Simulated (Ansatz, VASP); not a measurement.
**One calculation of NbInS3, two programs**

```xyz
5
Lattice="4.8984 0.0000 0.0000 0.0000 4.8984 0.0000 0.0000 0.0000 4.8984" Properties=species:S:1:pos:R:3 pbc="T T T"
In    0.0000    0.0000    0.0000
Nb    2.4492    2.4492    2.4492
S     2.4492    2.4492    0.0000
S     2.4492    0.0000    2.4492
S     0.0000    2.4492    2.4492
```

Alike in both runs: task single point; functional PBE; k mesh 4 × 4 × 4; occupations gaussian, width 0.05 eV; no spin polarisation.

|  | VASP | Ansatz |
| --- | --- | --- |
| version | VASP 6.6.1 | Ansatz 0.2.0 |
| potentials or method | VASP PAW PBE potentials, release 64 (In_d, Nb_sv, S), cutoff 500 eV | scalar-relativistic, plane waves, PAW |
| valence electrons in the cell | 44 | 44 |

```csv
,VASP,Ansatz,Ansatz less VASP
gap on the k mesh at the Fermi level (eV),none,none,-
pressure (GPa),-2.2,-2.1,+0.17
```

A gap of «none» marks a metal or a gap that the smearing closes.
